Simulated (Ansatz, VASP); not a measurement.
**TiAl: VASP beside Ansatz**

```
Ti Al
1.0
     2.92474    0.00000    0.00000
     0.00000    2.92474    0.00000
     0.00000    0.00000    2.92474
Ti Al
1 1
Cartesian
  0.0000 0.0000 0.0000
  1.4624 1.4624 1.4624
```

Change from the starting cell: strain -0.080 along x and y, -0.080 along z, atoms carried along.

Alike in both runs: task single point; functional PBEsol; k mesh 16 × 16 × 16; occupations gaussian, width 0.15 eV; no spin polarisation.

```csv
,VASP,Ansatz
version,VASP 6.6.1,Ansatz 0.2.0
potentials or method,"VASP PAW PBE potentials, release 64 (Ti_sv, Al), cutoff 520 eV","scalar-relativistic, plane waves, PAW"
valence electrons in the cell,15,15
```

```tsv
	VASP	Ansatz	Ansatz less VASP
gap on the k mesh at the Fermi level (eV)	none	none	-
pressure (GPa)	42.2	42.3	+0.04
```

VASP's potentials were made for PBE, not for PBEsol. A gap of «none» marks a metal or a gap that the smearing closes. Both programs put the cell under a high pressure, so it lies far from rest at this level. With one functional, cell and mesh, what is left measures potentials, basis and numerics.
